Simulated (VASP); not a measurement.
# Te2Mo in VASP: a series of runs

Te2Mo is run at these levels: PBE+D3(BJ); tasks: single point.

All numbers are computed with VASP 6.6.1; they aren't measurements. Logs are shortened: lines on timing, memory, paths and dates and some standing lists are left out, and cuts for length are marked.

### Step 1. The cell of the first run

The cell holds a slab with vacuum, 3 atoms: a = 3.364 Å, b = 3.364 Å, c = 33.270 Å, α = 90.00°, β = 90.00°, γ = 120.00°.

### Step 2. Single point, PBE+D3(BJ) (biaxial strain -0.040, then relaxed in part)

INCAR reads:

```
PREC     = Accurate       # precision mode
ENCUT    = 520            # plane-wave cutoff, eV
EDIFF    = 1E-6           # SCF threshold, eV
ISMEAR   = 0              # smearing method
SIGMA    = 0.02           # smearing width, eV
LREAL    = F              # projectors in reciprocal space
LASPH    = T              # aspherical terms in the spheres
NELM     = 80             # most SCF steps
ALGO     = Normal         # electronic algorithm
ISIF     = 2              # what is computed and relaxed
LWAVE    = F              # write WAVECAR
LCHARG   = F              # write CHGCAR
LDIPOL   = T            
IDIPOL   = 3            
DIPOL    = 0.5 0.5 0.500
GGA      = PE             # functional
IVDW     = 12             # dispersion correction
NBANDS   = 20             # bands
```

KPOINTS reads:

```
regular mesh
0
Gamma
  12 12 1
```

POSCAR reads:

```
Te2Mo
1.0
    3.3637365059      0.0000000000      0.0000000000
   -1.6818682530      2.9130812657      0.0000000000
    0.0000000000      0.0000000000     33.2702079551
Te Mo
2 1
Direct
    0.3333333333      0.6666666667      0.4437059322
    0.3333333333      0.6666666667      0.5562940678
    0.6666666667      0.3333333333      0.5000000000
```

Potentials or basis: VASP PAW PBE potentials, release 64 (Te, Mo_sv).

Launch:

```
$ cat potpaw_PBE.64/Te/POTCAR potpaw_PBE.64/Mo_sv/POTCAR > POTCAR
$ mpirun -np 1 vasp_std > vasp.out
```

OUTCAR:

```text
PREC = Accurate
   ENCUT = 520
   EDIFF = 1E-6
   ISMEAR = 0
   LREAL = F
   LASPH = T
   NELM = 80
   ISIF = 2
   GGA = PE
   IVDW = 12
 IVDW          = 12

 ion  position               nearest neighbor table
   1  0.333  0.667  0.444-   3 2.70   3 2.70   3 2.70
   2  0.333  0.667  0.556-   3 2.70   3 2.70   3 2.70
   3  0.667  0.333  0.500-   1 2.70   2 2.70   1 2.70   2 2.70   1 2.70   2 2.70

  LATTYP: Found a hexagonal cell.
 ALAT       =     3.3637365059
 C/A-ratio  =     9.8908484350

  Lattice vectors:

 A1 = (   3.3637365059,   0.0000000000,   0.0000000000)
 A2 = (  -1.6818682530,   2.9130812657,   0.0000000000)
 A3 = (   0.0000000000,   0.0000000000,  33.2702079551)

Analysis of symmetry for initial positions (statically):
=====================================================================
 Subroutine PRICEL returns:
 Original cell was already a primitive cell.

 Routine SETGRP: Setting up the symmetry group for a
 hexagonal supercell.

 Subroutine GETGRP returns: Found 12 space group operations
 (whereof 12 operations were pure point group operations)
 out of a pool of 24 trial point group operations.

The static configuration has the point symmetry D_3h.

Analysis of symmetry for dynamics (positions and initial velocities):
=====================================================================
 Subroutine PRICEL returns:
 Original cell was already a primitive cell.

 Routine SETGRP: Setting up the symmetry group for a
 hexagonal supercell.

 Subroutine GETGRP returns: Found 12 space group operations
 (whereof 12 operations were pure point group operations)
 out of a pool of 24 trial point group operations.

The dynamic configuration has the point symmetry D_3h.

 Subroutine INISYM returns: Found 12 space group operations
 (whereof 12 operations are pure point group operations),
 and found     1 'primitive' translations

----------------------------------------------------------------------------------------

                                     Primitive cell

  volume of cell :     326.0094

  direct lattice vectors                    reciprocal lattice vectors
     3.363736506  0.000000000  0.000000000     0.297288446  0.171639565  0.000000000
    -1.681868253  2.913081266  0.000000000     0.000000000  0.343279129  0.000000000
     0.000000000  0.000000000 33.270207955     0.000000000  0.000000000  0.030056921

  length of vectors
     3.363736506  3.363736506 33.270207955     0.343279129  0.343279129  0.030056921

  position of ions in fractional coordinates (direct lattice)
     0.333333333  0.666666667  0.443705932
     0.333333333  0.666666667  0.556294068
     0.666666667  0.333333333  0.500000000

  ion indices of the primitive-cell ions
   primitive index   ion index
                 1           1
                 2           2
                 3           3

----------------------------------------------------------------------------------------

 KPOINTS: regular mesh

Automatic generation of k-mesh.
 Grid dimensions read from file:
 generate k-points for:   12   12    1

 Generating k-lattice:

  Cartesian coordinates                     Fractional coordinates (reciprocal lattice)
     0.024774037  0.014303297  0.000000000     0.083333333  0.000000000  0.000000000
     0.000000000  0.028606594  0.000000000     0.000000000  0.083333333  0.000000000
     0.000000000  0.000000000  0.030056921     0.000000000  0.000000000  1.000000000

  Length of vectors
     0.028606594  0.028606594  0.030056921

  Shift w.r.t. Gamma in fractional coordinates (k-lattice)
     0.000000000  0.000000000  0.000000000

 Subroutine IBZKPT returns following result:
 ===========================================

 Found     19 irreducible k-points:

 Following reciprocal coordinates:
            Coordinates               Weight
  0.000000  0.000000  0.000000      1.000000
  0.083333 -0.000000  0.000000      6.000000
  0.166667  0.000000  0.000000      6.000000
  0.250000  0.000000  0.000000      6.000000
  0.333333  0.000000  0.000000      6.000000
  0.416667  0.000000  0.000000      6.000000
[... 11 lines left out ...]
  0.333333  0.250000  0.000000     12.000000
  0.333333  0.333333  0.000000      2.000000
   k-points           NKPTS =     19   k-points in BZ     NKDIM =     19   number of bands    NBANDS=     20
   number of dos      NEDOS =    301   number of ions     NIONS =      3
   total plane-waves  NPLWV = 196000
   dimension x,y,z NGX =    28 NGY =   28 NGZ =  250
   dimension x,y,z NGXF=    56 NGYF=   56 NGZF=  500
   ions per type =               2   1
   NGX,Y,Z   is equivalent  to a cutoff of  13.84, 13.84, 12.49 a.u.
   NGXF,Y,Z  is equivalent  to a cutoff of  27.68, 27.68, 24.98 a.u.
 SYSTEM =  unknown system
   PREC   = accura    normal or accurate (medium, high low for compatibility)
   ISTART =      0    job   : 0-new  1-cont  2-samecut
   ICHARG =      2    charge: 1-file 2-atom 10-const
   ISPIN  =      1    spin polarized calculation?
   LNONCOLLINEAR =      F non collinear calculations
   LSORBIT =      F    spin-orbit coupling
   LASPH  =      T    aspherical Exc in radial PAW
   ENCUT  =  520.0 eV  38.22 Ry    6.18 a.u.   6.25  6.25 61.86*2*pi/ulx,y,z
   NELM   =     80;   NELMIN=  2; NELMDL= -5     # of ELM steps
   EDIFF  = 0.1E-05   stopping-criterion for ELM
   LREAL  =      F    real-space projection
   EDIFFG = 0.1E-04   stopping-criterion for IOM
   NSW    =      0    number of steps for IOM
   IBRION =     -1    ionic relax: 0-MD 1-quasi-New 2-CG
   NFREE  =      0    steps in history (QN), initial steepest desc. (CG)
   ISIF   =      2    stress and relaxation
   ISYM   =      2    0-nonsym 1-usesym 2-fastsym
   POTIM  = 0.5000    time-step for ionic-motion
   TEBEG  =    0.0;   TEEND  =   0.0 temperature during run
   PSTRESS=    0.0 pullay stress
   NELECT =      26.0000    total number of electrons
   NUPDOWN=      -1.0000    fix difference up-down
   EMIN   =  10.00;   EMAX   =-10.00  energy-range for DOS
   EFERMI =   0.00;   METHOD = LEGACY
   ISMEAR =     0;   SIGMA  =   0.02  broadening in eV -4-tet -1-fermi 0-gaus
   EFERMI_NEDOS =   21; number of points for ismear=-14 and -15
   IALGO  =     38    algorithm
   IMIX   =      4    mixing-type and parameters
     AMIX     =   0.40;   BMIX     =  1.00
     AMIX_MAG =   1.60;   BMIX_MAG =  1.00
  volume/ion in A,a.u.               =     108.67       733.34
  Fermi-wavevector in a.u.,A,eV,Ry     =   0.704676  1.331644  6.756214  0.496568
  Thomas-Fermi vector in A             =   1.789981
   LORBIT       =      0    0 simple, 1 ext, 2 COOP (PROOUT), +10 PAW based schemes
   GGA     = PE    functional components
   LHFCALC =     F    Hartree Fock is set to
   AEXX    =    0.0000 exact exchange contribution
   IVDW    =    12    specifies the selected vdW correction
   LEPSILON=     F    determine dielectric tensor
   LRPA    =     F    only Hartree local field effects (RPA)
 non-spin polarized calculation
 Gauss-broadening in eV      SIGMA  =   0.02
  energy-cutoff  :      520.00
  volume of cell :      326.01
 maximum number of plane-waves:      8816
 NGX is ok and might be reduce to    28
   NGX = 13   NGY = 13   NGZ =123

 dipolmoment           0.000000      0.000000      0.000000 electrons x Angstroem

 number of electron      26.0000002 magnetization

 dipolmoment           0.000000      0.000000     -0.000000 electrons x Angstroem

 Free energy of the ion-electron system (eV)
  ---------------------------------------------------
  ext. energy  EPLUGINS =         0.00000000
  ---------------------------------------------------
  free energy    TOTEN  =       -17.79747427 eV

  energy without entropy =      -17.79747427  energy(sigma->0) =      -17.79747427

 E-fermi :  -1.4874     XC(G=0):  -2.6812

 val. band max:       -1.5888782666   @ k =   0.5000   0.0000   0.0000
 cond. band min:      -0.6554951225   @ k =   0.1667   0.1667   0.0000
 fundamental gap:      0.9333831440
 Fermi energy:        -1.4873649939

 k-point     1 :       0.0000    0.0000    0.0000
  band No.  band energies     occupation
      1     -62.3136      2.00000
      2     -36.5762      2.00000
      3     -36.2968      2.00000
      4     -36.2968      2.00000
      5     -14.9358      2.00000
      6     -14.0955      2.00000
[... 12 lines left out ...]
     19       2.4448      0.00000
     20       2.9471      0.00000

 k-point     2 :       0.0833   -0.0000    0.0000
  band No.  band energies     occupation
      1     -62.3124      2.00000
      2     -36.5732      2.00000
      3     -36.3107      2.00000
      4     -36.3000      2.00000
      5     -14.8205      2.00000
      6     -14.0096      2.00000
[... 12 lines left out ...]
     19       2.5796      0.00000
     20       3.0717      0.00000

 k-point     3 :       0.1667    0.0000    0.0000
  band No.  band energies     occupation
      1     -62.3091      2.00000
      2     -36.5650      2.00000
      3     -36.3487      2.00000
      4     -36.3088      2.00000
      5     -14.4828      2.00000
      6     -13.7580      2.00000
[... 12 lines left out ...]
     19       2.9662      0.00000
     20       3.4383      0.00000

 k-point     4 :       0.2500    0.0000    0.0000
  band No.  band energies     occupation
      1     -62.3047      2.00000
      2     -36.5538      2.00000
      3     -36.4001      2.00000
      4     -36.3209      2.00000
      5     -13.9503      2.00000
      6     -13.3632      2.00000
[... 314 lines left out ...]
 k-point    18 :       0.3333    0.2500    0.0000
  band No.  band energies     occupation
      1     -62.2941      2.00000
      2     -36.5273      2.00000
      3     -36.4660      2.00000
      4     -36.4043      2.00000
      5     -12.0562      2.00000
      6     -12.0011      2.00000
[... 12 lines left out ...]
     19       4.3824      0.00000
     20       5.2513      0.00000

 k-point    19 :       0.3333    0.3333    0.0000
  band No.  band energies     occupation
      1     -62.2935      2.00000
      2     -36.5259      2.00000
      3     -36.4496      2.00000
      4     -36.4292      2.00000
      5     -11.9111      2.00000
      6     -11.8952      2.00000
[... 12 lines left out ...]
     19       3.6456      0.00000
     20       5.4116      0.00000

------------------------ aborting loop because EDIFF is reached ----------------------------------------

 vacuum level on the upper side and lower side of the slab       (xc-potential included)        -0.146        -0.146

 Edisp (eV)   -1.28814

 E8    (eV) :    -0.6254

  FORCE on cell =-STRESS in cart. coord.  units (eV):
  Direction    XX          YY          ZZ          XY          YZ          ZX
  --------------------------------------------------------------------------------------
  -------------------------------------------------------------------------------------
  Total       3.15445     3.15445     0.03877    -0.00000     0.00000    -0.00000
  in kB      15.50259    15.50259     0.19052    -0.00000     0.00000    -0.00000
  external pressure =       10.40 kB  Pullay stress =        0.00 kB

 VOLUME and BASIS-vectors are now :
 -----------------------------------------------------------------------------
  energy-cutoff  :      520.00
  volume of cell :      326.01
      direct lattice vectors                 reciprocal lattice vectors
     3.363736506  0.000000000  0.000000000     0.297288446  0.171639565  0.000000000
    -1.681868253  2.913081266  0.000000000     0.000000000  0.343279129  0.000000000
     0.000000000  0.000000000 33.270207955     0.000000000  0.000000000  0.030056921

 POSITION                                       TOTAL-FORCE (eV/Angst)
 -----------------------------------------------------------------------------------
     -0.00000      1.94205     14.76219         0.000000      0.000000     -0.013683
     -0.00000      1.94205     18.50802         0.000000      0.000000      0.013683
      1.68187      0.97103     16.63510        -0.000000      0.000000      0.000000
 -----------------------------------------------------------------------------------
    total drift:                               -0.000000      0.000000     -0.000000

  FREE ENERGIE OF THE ION-ELECTRON SYSTEM (eV)
  ---------------------------------------------------
  free  energy   TOTEN  =       -19.0856109944 eV

  energy  without entropy=      -19.0856109944  energy(sigma->0) =      -19.08561099

 vacuum level on the upper side and lower side of the slab         2.819         2.819
```

It took 2.7 min on 1 thread of Intel Xeon 6975P-C (Granite Rapids), shared host; peak memory 0.52 GiB.

What came out:

```
Free energy                : -19.0856 eV
Largest force              : 0.014 eV/Å
Band gap on the k mesh     : 0.93 eV, indirect (least direct gap 1.39 eV)
Dispersion energy per atom : -0.429 eV
```

Forces in eV/Å, atoms in the order of the input:
```
Te   0.000  0.000 -0.014
Te   0.000  0.000  0.014
Mo   0.000  0.000  0.000
```

Caveat: the cell differs from its parent crystal (biaxial strain -0.040, then relaxed in part); spin-orbit coupling is left out, which moves the levels of the heavy elements.

### Step 3. Single point, PBE+D3(BJ) (biaxial strain -0.020, then relaxed in part)

INCAR reads:

```
PREC = Accurate
ENCUT = 520
EDIFF = 1E-6
ISMEAR = 0
SIGMA = 0.02
LREAL = F
LASPH = T
NELM = 100
ALGO = Normal
ISIF = 2
LWAVE = F
LCHARG = F
LDIPOL = T
IDIPOL = 3
DIPOL = 0.5 0.5 0.500
GGA = PE
IVDW = 12
NBANDS = 20
```

KPOINTS reads:

```
Automatic mesh
0
Gamma
  12 12 1
```

POSCAR reads:

```
Te2Mo
1.0
    3.4338143497      0.0000000000      0.0000000000
   -1.7169071749      2.9737704587      0.0000000000
    0.0000000000      0.0000000000     33.2702079551
Te Mo
2 1
Direct
    0.3333333333      0.6666666667      0.4445679090
    0.3333333333      0.6666666667      0.5554320910
    0.6666666667      0.3333333333      0.5000000000
```

Potentials or basis: VASP PAW PBE potentials, release 64 (Te, Mo_sv).

Launch:

```
$ cat potpaw_PBE.64/Te/POTCAR potpaw_PBE.64/Mo_sv/POTCAR > POTCAR
$ mpirun -np 1 vasp_std > vasp.out
```

Run time: 2.7 min. Hardware: 1 thread of Intel Xeon 6975P-C (Granite Rapids), shared host; peak memory 0.5 GiB.

Results (log left out):

| Property | Result |
| --- | --- |
| Free energy | -19.1807 eV |
| Largest force | 0.014 eV/Å |
| Band gap on the k mesh | 1.19 eV, indirect (least direct gap 1.37 eV) |
| Dispersion energy per atom | -0.415 eV |

Forces in eV/Å, atoms in the order of the input:
```
Te   0.000  0.000 -0.014
Te   0.000  0.000  0.014
Mo   0.000  0.000  0.000
```

Levels at points of the mesh, in eV from the valence-band top:
```
           k point  band 10  band 11  band 12  band 13  band 14  band 15  band 16  band 17
(0.00, 0.00, 0.00)    -1.48    -0.80    -0.70    -0.70     3.44     3.44     3.70     3.70
(0.50, 0.00, 0.00)    -2.22    -1.89    -0.84    -0.03     1.68     1.86     3.32     3.79
```

Caveat: the cell differs from its parent crystal (biaxial strain -0.020, then relaxed in part); spin-orbit coupling is left out, which moves the levels of the heavy elements.

### Step 4. Single point, PBE+D3(BJ)

This run uses another cell than the first one, of 117.41 Å³/atom, 1.080 times its volume.

INCAR reads:

```
SYSTEM = Te2Mo
PREC = Accurate
ENCUT = 520
EDIFF = 1E-6
ISMEAR = 0
SIGMA = 0.02
LREAL = .FALSE.
LASPH = .TRUE.
NELM = 80
ALGO = Normal
ISIF = 2
LWAVE = .FALSE.
LCHARG = .FALSE.
LDIPOL = .TRUE.
IDIPOL = 3
DIPOL = 0.5 0.5 0.500
GGA = PE
IVDW = 12
NBANDS = 20
```

KPOINTS reads:

```
regular mesh
0
G
  12 12 1
  0 0 0
```

POSCAR reads:

```
Te2Mo
1.0
    3.4964011499      0.0000000000      0.0000000000
   -1.7482005750      3.0279722176      0.0000000000
    0.0000000000      0.0000000000     33.2702079551
Te Mo
2 1
Direct
    0.3333333333      0.6666666667      0.4453699841
    0.3333333333      0.6666666667      0.5546300159
    0.6666666667      0.3333333333      0.5000000000
```

Launch:

```
$ cat potpaw_PBE.64/Te/POTCAR potpaw_PBE.64/Mo_sv/POTCAR > POTCAR
$ mpirun -np 1 vasp_std > vasp.out
```

Wall time 2.2 min (1 thread of Intel Xeon 6975P-C (Granite Rapids), shared host); peak memory 0.5 GiB.

It converged, with:

```yaml
Free_energy: -19.2098 eV
Largest_force: 0.044 eV/Å
Band_gap_on_the_k_mesh: 1.21 eV, direct
Dispersion_energy_per_atom: -0.402 eV
```

Forces on the atoms (eV/Å):
```
Te   0.000  0.000 -0.044
Te   0.000  0.000  0.044
Mo   0.000  0.000  0.000
```

Levels at points of the mesh, in eV from the valence-band top:
```csv
k point,band 9,band 10,band 11,band 12,band 13,band 14,band 15,band 16,band 17,band 18
"(0.00, 0.00, 0.00)",-1.60,-1.60,-0.81,-0.81,-0.59,3.23,3.23,3.51,3.51,4.15
"(0.50, 0.00, 0.00)",-3.36,-2.27,-1.73,-0.78,-0.19,1.52,1.81,3.32,3.75,4.00
```

Caveat: spin-orbit coupling is left out, which moves the levels of the heavy elements.

### Step 5. Overview

| cell | gap on the mesh (eV) | largest force (eV/Å) |
| --- | --- | --- |
| a = 3.364, b = 3.364, c = 33.270 Å, angles 90.0, 90.0, 120.0°, 3 atoms | 0.93 | 0.01 |
| a = 3.434, b = 3.434, c = 33.270 Å, angles 90.0, 90.0, 120.0°, 3 atoms | 1.19 | 0.01 |
| a = 3.496, b = 3.496, c = 33.270 Å, angles 90.0, 90.0, 120.0°, 3 atoms | 1.21 | 0.04 |

Alike in all rows: task single point; level PBE+D3(BJ); potentials or basis VASP PAW PBE potentials, release 64 (Te, Mo_sv); no spin polarisation; k mesh 12 × 12 × 1; cutoff (eV) 520; smearing gaussian 0.02 eV.

Caveats: spin-orbit coupling is left out, which moves the levels of the heavy elements.

Total energies depend on the potentials used, so only differences within one code and one set of settings carry meaning.
